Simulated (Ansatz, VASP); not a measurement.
**Two plane-wave programs on BP**

```
CELL_PARAMETERS angstrom
0.00000 2.26900 2.26900
2.26900 0.00000 2.26900
2.26900 2.26900 0.00000
ATOMIC_POSITIONS crystal
B 0.00000 0.00000 0.00000
P 0.25000 0.25000 0.25000
```

Alike in both runs: task single point; functional PBE; k mesh 10 × 10 × 10; no spin polarisation.

|  | VASP | Ansatz |
| --- | --- | --- |
| version | VASP 6.6.1 | Ansatz 0.2.0 |
| potentials or method | VASP PAW PBE potentials, release 64 (B, P) | plane waves, PAW |
| plane-wave cutoff (eV) | 500 | 420 |
| occupations | gaussian, width 0.01 eV | fixed |
| valence electrons in the cell | 8 | 8 |

```tsv
	VASP	Ansatz	Ansatz less VASP
gap on the k mesh at the Fermi level (eV)	1.24	1.24	+0.004
```
